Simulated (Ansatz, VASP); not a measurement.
AlN in VASP and in Ansatz

```
Al N
1.0
     0.00000    2.05522    2.46626
     2.05522    0.00000    2.46626
     2.05522    2.05522    0.00000
Al N
1 1
Direct
  0.00000 0.00000 0.00000
  0.75000 0.75000 0.75000
```

Alike in both runs: task single point; functional r2SCAN; k mesh 10 × 10 × 10; occupations gaussian, width 0.05 eV; no spin polarisation.

|  | VASP | Ansatz |
| --- | --- | --- |
| version | VASP 6.6.1 | Ansatz 0.2.0 |
| potentials or method | VASP PAW PBE potentials, release 64 (Al, N), cutoff 520 eV | scalar-relativistic, plane waves, PAW |
| valence electrons in the cell | 8 | 8 |

Ansatz gave:

```
gap on the k mesh at the Fermi level (eV)                     : 3.24
least direct gap on the mesh (eV)                             : 4.14
pressure (GPa)                                                : -1.8
traceless stress, the component that is largest in VASP (GPa) : -29.46
```

Question: Estimate VASP's values.

Answer: gap on the k mesh at the Fermi level (eV): 3.23; least direct gap on the mesh (eV): 4.18; pressure (GPa): -2.2; traceless stress, the component that is largest in VASP (GPa): -29.58.

VASP's potentials were made for PBE, not for r2SCAN.
